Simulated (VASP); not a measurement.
# KMgF3 (Pm-3m) in VASP: a series of runs, part 2 of 2

VASP 6.6.1.

**3. Single point, RPBE**

This run uses another cell than the first one, of 14.16 Å³/atom, 1.118 times its volume.

The input, INCAR:

```
SYSTEM = KMgF3
  PREC = Accurate
  ENCUT = 520
  EDIFF = 1E-6
  ISMEAR = 0
  SIGMA = 0.01
  LREAL = .False.
  LASPH = .True.
  NELM = 100
  ALGO = Normal
  ISIF = 2
  LWAVE = .False.
  LCHARG = .False.
  GGA = RP
  NBANDS = 24
```

The input, KPOINTS:

```
regular mesh
0
Gamma
  6 6 6
  0 0 0
```

The input, POSCAR:

```
KMgF3
1.0
    4.1367193997      0.0000000000      0.0000000000
    0.0000000000      4.1367193997      0.0000000000
    0.0000000000      0.0000000000      4.1367193997
K Mg F
1 1 3
Direct
    0.5000000000      0.5000000000      0.5000000000
    0.0000000000      0.0000000000      0.0000000000
    0.5000000000      0.0000000000      0.0000000000
    0.0000000000      0.5000000000      0.0000000000
    0.0000000000      0.0000000000      0.5000000000
```

Potentials or basis: VASP PAW PBE potentials, release 64 (K_sv, Mg, F).

On the command line:

```sh
$ cat potpaw_PBE.64/K_sv/POTCAR potpaw_PBE.64/Mg/POTCAR potpaw_PBE.64/F/POTCAR > POTCAR
$ mpirun -np 1 vasp_std > vasp.out
```

OUTCAR:

```text
SYSTEM = KMgF3
   PREC = Accurate
   ENCUT = 520
   EDIFF = 1E-6
   ISMEAR = 0
   LREAL = .False.
   LASPH = .True.
   NELM = 100
   ISIF = 2
   GGA = RP

 ion  position               nearest neighbor table
   1  0.500  0.500  0.500-   2 3.58   2 3.58   2 3.58   2 3.58   2 3.58   2 3.58   2 3.58   2 3.58

   2  0.000  0.000  0.000-   3 2.07   4 2.07   5 2.07   5 2.07   4 2.07   3 2.07   1 3.58   1 3.58
                             1 3.58   1 3.58   1 3.58   1 3.58   1 3.58   1 3.58
   3  0.500  0.000  0.000-   2 2.07   2 2.07
   4  0.000  0.500  0.000-   2 2.07   2 2.07
   5  0.000  0.000  0.500-   2 2.07   2 2.07

  LATTYP: Found a simple cubic cell.
 ALAT       =     4.1367193997

  Lattice vectors:

 A1 = (   4.1367193997,   0.0000000000,   0.0000000000)
 A2 = (   0.0000000000,   4.1367193997,   0.0000000000)
 A3 = (   0.0000000000,   0.0000000000,   4.1367193997)

Analysis of symmetry for initial positions (statically):
=====================================================================
 Subroutine PRICEL returns:
 Original cell was already a primitive cell.

 Routine SETGRP: Setting up the symmetry group for a
 simple cubic supercell.

 Subroutine GETGRP returns: Found 48 space group operations
 (whereof 48 operations were pure point group operations)
 out of a pool of 48 trial point group operations.

The static configuration has the point symmetry O_h .

Analysis of symmetry for dynamics (positions and initial velocities):
=====================================================================
 Subroutine PRICEL returns:
 Original cell was already a primitive cell.

 Routine SETGRP: Setting up the symmetry group for a
 simple cubic supercell.

 Subroutine GETGRP returns: Found 48 space group operations
 (whereof 48 operations were pure point group operations)
 out of a pool of 48 trial point group operations.

The dynamic configuration has the point symmetry O_h .

 Subroutine INISYM returns: Found 48 space group operations
 (whereof 48 operations are pure point group operations),
 and found     1 'primitive' translations

----------------------------------------------------------------------------------------

                                     Primitive cell

  volume of cell :      70.7894

  direct lattice vectors                    reciprocal lattice vectors
     4.136719400  0.000000000  0.000000000     0.241737450  0.000000000  0.000000000
     0.000000000  4.136719400  0.000000000     0.000000000  0.241737450  0.000000000
     0.000000000  0.000000000  4.136719400     0.000000000  0.000000000  0.241737450

  length of vectors
     4.136719400  4.136719400  4.136719400     0.241737450  0.241737450  0.241737450

  position of ions in fractional coordinates (direct lattice)
     0.500000000  0.500000000  0.500000000
     0.000000000  0.000000000  0.000000000
     0.500000000  0.000000000  0.000000000
     0.000000000  0.500000000  0.000000000
     0.000000000  0.000000000  0.500000000

  ion indices of the primitive-cell ions
   primitive index   ion index
                 1           1
                 2           2
                 3           3
                 4           4
                 5           5

[... 23 lines left out ...]

 Found     20 irreducible k-points:

 Following reciprocal coordinates:
            Coordinates               Weight
  0.000000  0.000000  0.000000      1.000000
  0.166667  0.000000  0.000000      6.000000
  0.333333  0.000000  0.000000      6.000000
  0.500000  0.000000  0.000000      3.000000
  0.166667  0.166667  0.000000     12.000000
  0.333333  0.166667  0.000000     24.000000
[... 12 lines left out ...]
  0.500000  0.500000  0.333333      6.000000
  0.500000  0.500000  0.500000      1.000000
   k-points           NKPTS =     20   k-points in BZ     NKDIM =     20   number of bands    NBANDS=     24
   number of dos      NEDOS =    301   number of ions     NIONS =      5
   total plane-waves  NPLWV =  32768
   dimension x,y,z NGX =    32 NGY =   32 NGZ =   32
   dimension x,y,z NGXF=    64 NGYF=   64 NGZF=   64
   ions per type =               1   1   3
   NGX,Y,Z   is equivalent  to a cutoff of  12.86, 12.86, 12.86 a.u.
   NGXF,Y,Z  is equivalent  to a cutoff of  25.72, 25.72, 25.72 a.u.
 SYSTEM =  KMgF3
   PREC   = accura    normal or accurate (medium, high low for compatibility)
   ISTART =      0    job   : 0-new  1-cont  2-samecut
   ICHARG =      2    charge: 1-file 2-atom 10-const
   ISPIN  =      1    spin polarized calculation?
   LNONCOLLINEAR =      F non collinear calculations
   LSORBIT =      F    spin-orbit coupling
   LASPH  =      T    aspherical Exc in radial PAW
   ENCUT  =  520.0 eV  38.22 Ry    6.18 a.u.   7.69  7.69  7.69*2*pi/ulx,y,z
   NELM   =    100;   NELMIN=  2; NELMDL= -5     # of ELM steps
   EDIFF  = 0.1E-05   stopping-criterion for ELM
   LREAL  =      F    real-space projection
   EDIFFG = 0.1E-04   stopping-criterion for IOM
   NSW    =      0    number of steps for IOM
   IBRION =     -1    ionic relax: 0-MD 1-quasi-New 2-CG
   NFREE  =      0    steps in history (QN), initial steepest desc. (CG)
   ISIF   =      2    stress and relaxation
   ISYM   =      2    0-nonsym 1-usesym 2-fastsym
   POTIM  = 0.5000    time-step for ionic-motion
   TEBEG  =    0.0;   TEEND  =   0.0 temperature during run
   PSTRESS=    0.0 pullay stress
   NELECT =      32.0000    total number of electrons
   NUPDOWN=      -1.0000    fix difference up-down
   EMIN   =  10.00;   EMAX   =-10.00  energy-range for DOS
   EFERMI =   0.00;   METHOD = LEGACY
   ISMEAR =     0;   SIGMA  =   0.01  broadening in eV -4-tet -1-fermi 0-gaus
   EFERMI_NEDOS =   21; number of points for ismear=-14 and -15
   IALGO  =     38    algorithm
   IMIX   =      4    mixing-type and parameters
     AMIX     =   0.40;   BMIX     =  1.00
     AMIX_MAG =   1.60;   BMIX_MAG =  1.00
  volume/ion in A,a.u.               =      14.16        95.54
  Fermi-wavevector in a.u.,A,eV,Ry     =   1.256422  2.374293 21.478095  1.578595
  Thomas-Fermi vector in A             =   2.390130
   LORBIT       =      0    0 simple, 1 ext, 2 COOP (PROOUT), +10 PAW based schemes
   GGA     = RP    functional components
   LHFCALC =     F    Hartree Fock is set to
   AEXX    =    0.0000 exact exchange contribution
   IVDW    =     0    specifies the selected vdW correction
   LEPSILON=     F    determine dielectric tensor
   LRPA    =     F    only Hartree local field effects (RPA)
 non-spin polarized calculation
 Gauss-broadening in eV      SIGMA  =   0.01
  energy-cutoff  :      520.00
  volume of cell :       70.79
 maximum number of plane-waves:      1935
 NGX is ok and might be reduce to    32
   NGX = 15   NGY = 15   NGZ = 15

 number of electron      32.0000019 magnetization

 Free energy of the ion-electron system (eV)
  ---------------------------------------------------
  ext. energy  EPLUGINS =         0.00000000
  ---------------------------------------------------
  free energy    TOTEN  =       -23.23904294 eV

  energy without entropy =      -23.23904294  energy(sigma->0) =      -23.23904294

 E-fermi :  -1.8434     XC(G=0):  -8.7234

 val. band max:       -1.9139624997   @ k =   0.5000   0.5000   0.5000
 cond. band min:       4.8962631319   @ k =   0.0000   0.0000   0.0000
 fundamental gap:      6.8102256316
 Fermi energy:        -1.8433626293

 k-point     1 :       0.0000    0.0000    0.0000
  band No.  band energies     occupation
      1     -27.9857      2.00000
      2     -21.8647      2.00000
      3     -21.3607      2.00000
      4     -21.3607      2.00000
      5     -11.4127      2.00000
      6     -11.4127      2.00000
[... 529 lines left out ...]
     23      12.0126      0.00000
     24      12.5114      0.00000

------------------------ aborting loop because EDIFF is reached ----------------------------------------

  FORCE on cell =-STRESS in cart. coord.  units (eV):
  Direction    XX          YY          ZZ          XY          YZ          ZX
  --------------------------------------------------------------------------------------
  -------------------------------------------------------------------------------------
  Total       -0.1739311     -0.1739311     -0.1739311      0.0000000      0.0000000      0.0000000
  in kB       -3.9365862     -3.9365862     -3.9365862      0.0000000      0.0000000      0.0000000
  external PRESSURE =      -3.9365862 kB  Pullay stress =       0.0000000 kB

 VOLUME and BASIS-vectors are now :
 -----------------------------------------------------------------------------
  energy-cutoff  :      520.00
  volume of cell :       70.79
      direct lattice vectors                 reciprocal lattice vectors
     4.136719400  0.000000000  0.000000000     0.241737450  0.000000000  0.000000000
     0.000000000  4.136719400  0.000000000     0.000000000  0.241737450  0.000000000
     0.000000000  0.000000000  4.136719400     0.000000000  0.000000000  0.241737450

 POSITION                                       TOTAL-FORCE (eV/Angst)
 -----------------------------------------------------------------------------------
      2.06836      2.06836      2.06836         0.000000      0.000000      0.000000
      0.00000      0.00000      0.00000         0.000000      0.000000      0.000000
      2.06836      0.00000      0.00000         0.000000      0.000000      0.000000
      0.00000      2.06836      0.00000         0.000000      0.000000      0.000000
      0.00000      0.00000      2.06836         0.000000      0.000000      0.000000
 -----------------------------------------------------------------------------------
    total drift:                                0.000000      0.000000     -0.000000

  FREE ENERGIE OF THE ION-ELECTRON SYSTEM (eV)
  ---------------------------------------------------
  free  energy   TOTEN  =       -23.2390429373 eV

  energy  without entropy=      -23.2390429373  energy(sigma->0) =      -23.23904294
```

Run time: 16 s. Hardware: 1 thread of AMD EPYC 9R45 (Zen 5), shared host; peak memory 0.16 GiB.

Results:

| Item | Value |
| --- | --- |
| Free energy | -23.2390 eV |
| Pressure | -0.4 GPa |
| Band gap on the k mesh | 6.81 eV, indirect (least direct gap 7.12 eV) |

Levels at points of the mesh, in eV from the valence-band top:
```csv
k point,band 12,band 13,band 14,band 15,band 16,band 17,band 18,band 19,band 20,band 21
"(0.00, 0.00, 0.00)",-0.52,-0.52,-0.31,-0.31,-0.31,6.81,10.13,10.13,12.05,12.05
"(0.50, 0.00, 0.00)",-0.73,-0.73,-0.70,-0.46,-0.46,9.62,9.70,11.00,12.39,12.39
"(0.50, 0.50, 0.00)",-0.84,-0.84,-0.78,-0.78,-0.02,10.41,11.34,11.91,11.91,12.45
"(0.50, 0.50, 0.50)",-1.02,-1.02,0.00,0.00,0.00,10.20,10.20,10.20,13.38,13.58
```

Caveat: the PAW data sets were made with another functional, which shifts forces and pressure a little. A k mesh can miss the band edges.

**4. Relaxation of cell and atoms, RPBE**

The input, INCAR:

```
SYSTEM = KMgF3
PREC = Accurate
ENCUT = 600
EDIFF = 1E-6
ISMEAR = 0
SIGMA = 0.01
LREAL = .FALSE.
LASPH = .TRUE.
NELM = 100
ALGO = Normal
ISIF = 3
LWAVE = .FALSE.
LCHARG = .FALSE.
GGA = RP
IBRION = 2
NSW = 100
EDIFFG = -0.02
```

The input, KPOINTS:

```
Automatic mesh
0
G
  6 6 6
  0 0 0
```

Changes to POSCAR since step 3:

```diff
@@ -2,5 +2,5 @@
 1.0
-    4.1367193997      0.0000000000      0.0000000000
-    0.0000000000      4.1367193997      0.0000000000
-    0.0000000000      0.0000000000      4.1367193997
+    3.9859000000      0.0000000000      0.0000000000
+    0.0000000000      3.9859000000      0.0000000000
+    0.0000000000      0.0000000000      3.9859000000
 K Mg F
```

Potentials or basis: VASP PAW PBE potentials, release 64 (K_sv, Mg, F).

On the command line:

```sh
$ cat potpaw_PBE.64/K_sv/POTCAR potpaw_PBE.64/Mg/POTCAR potpaw_PBE.64/F/POTCAR > POTCAR
$ mpirun -np 1 vasp_std > vasp.out
```

OUTCAR:

```text
SYSTEM = KMgF3
   PREC = Accurate
   ENCUT = 600
   EDIFF = 1E-6
   ISMEAR = 0
   LREAL = .FALSE.
   LASPH = .TRUE.
   NELM = 100
   ISIF = 3
   GGA = RP
   IBRION = 2
   NSW = 100
   EDIFFG = -0.02

 ion  position               nearest neighbor table
   1  0.500  0.500  0.500-   3 2.82   4 2.82   5 2.82   3 2.82   4 2.82   3 2.82   5 2.82   3 2.82
                             4 2.82   5 2.82   4 2.82   5 2.82   2 3.45   2 3.45   2 3.45   2 3.45
   2  0.000  0.000  0.000-   3 1.99   4 1.99   5 1.99   5 1.99   4 1.99   3 1.99   1 3.45   1 3.45
                             1 3.45   1 3.45   1 3.45   1 3.45   1 3.45   1 3.45
   3  0.500  0.000  0.000-   2 1.99   2 1.99   1 2.82   1 2.82   1 2.82   1 2.82
   4  0.000  0.500  0.000-   2 1.99   2 1.99   1 2.82   1 2.82   1 2.82   1 2.82
   5  0.000  0.000  0.500-   2 1.99   2 1.99   1 2.82   1 2.82   1 2.82   1 2.82

  LATTYP: Found a simple cubic cell.
 ALAT       =     3.9859000000
[... 191 lines left out ...]
  -------------------------------------------------------------------------------------
  Total        2.9452372      2.9452372      2.9452372     -0.0000000     -0.0000000     -0.0000000
  in kB       74.5163664     74.5163664     74.5163664     -0.0000000     -0.0000000     -0.0000000
  external PRESSURE =      74.5163664 kB  Pullay stress =       0.0000000 kB
[... 65 lines left out ...]
--------------------------------------- Ionic step        3  -------------------------------------------

 number of electron      32.0000024 magnetization

 Free energy of the ion-electron system (eV)
  ---------------------------------------------------
  ext. energy  EPLUGINS =         0.00000000
  ---------------------------------------------------
  free energy    TOTEN  =       -23.23162403 eV

  energy without entropy =      -23.23162403  energy(sigma->0) =      -23.23162403

 E-fermi :  -1.7984     XC(G=0):  -8.7492

 val. band max:       -1.8917173825   @ k =   0.5000   0.5000   0.5000
 cond. band min:       4.9558727680   @ k =   0.0000   0.0000   0.0000
 fundamental gap:      6.8475901505
 Fermi energy:        -1.7983733851

 k-point     1 :       0.0000    0.0000    0.0000
  band No.  band energies     occupation
      1     -27.9495      2.00000
      2     -21.8545      2.00000
      3     -21.3453      2.00000
      4     -21.3453      2.00000
      5     -11.3774      2.00000
      6     -11.3774      2.00000
[... 481 lines left out ...]
  FREE ENERGIE OF THE ION-ELECTRON SYSTEM (eV)
  ---------------------------------------------------
  free  energy   TOTEN  =       -23.2316240295 eV

  energy  without entropy=      -23.2316240295  energy(sigma->0) =      -23.23162403

 reached required accuracy - stopping structural energy minimisation
```

Run time: 36 s. Hardware: 1 thread of AMD EPYC 9R45 (Zen 5), shared host; peak memory 0.17 GiB.

Results:

- Free energy: -23.2316 eV
- Relaxed volume: 14.08 Å³/atom
- Relaxed cell: a = 4.129 Å, b = 4.129 Å, c = 4.129 Å, α = 90.00°, β = 90.00°, γ = 90.00°
- Space group after relaxing (to 0.05 Å): Pm-3m (No. 221)
- Energy gained by relaxing: 29.4 meV/atom
- Ionic steps: 3
- Pressure after relaxing: -0.1 GPa
- Band gap on the k mesh: 6.85 eV, indirect (least direct gap 7.16 eV)

The path:
```
step  energy change (eV)  largest force (eV/Å)  pressure (GPa)  volume (Å³)
   1              0.0000                0.0000            7.45        63.33
   2             -0.1419                0.0000            1.20        68.88
   3             -0.1468                0.0000           -0.12        70.41
```

Final structure:
```
K Mg F
1.0
     4.12930    0.00000    0.00000
     0.00000    4.12930    0.00000
     0.00000    0.00000    4.12930
K Mg F
1 1 3
Cartesian
  2.0646 2.0646 2.0646
  0.0000 0.0000 0.0000
  2.0646 0.0000 0.0000
  0.0000 2.0646 0.0000
  0.0000 0.0000 2.0646
```

Caveat: the PAW data sets were made with another functional, which shifts forces and pressure a little; the volume moved by +11 % from the deposited cell, more than functionals usually miss.

**5. Summary**

```csv
task,level,cell,cutoff (eV),gap on the mesh (eV),pressure (GPa),relaxed volume (Å³/atom)
relaxation of cell and atoms,PBE+D4,"relaxed from a = 3.986 Å, 5 atoms",600,7.09,0.0,13.04
single point,RPBE,"a = 4.137 Å, 5 atoms",520,6.81,-0.4,-
relaxation of cell and atoms,RPBE,"relaxed from a = 3.986 Å, 5 atoms",600,6.85,-0.1,14.08
```

Alike in all rows: potentials or basis VASP PAW PBE potentials, release 64 (K_sv, Mg, F); no spin polarisation; k mesh 6 × 6 × 6; smearing gaussian 0.01 eV.

Caveats: the PAW data sets were made with another functional, which shifts forces and pressure a little (some runs); the volume moved by +11 % from the deposited cell, more than functionals usually miss (some runs).

Total energies depend on the potentials used, so only differences within one code and one set of settings carry meaning.
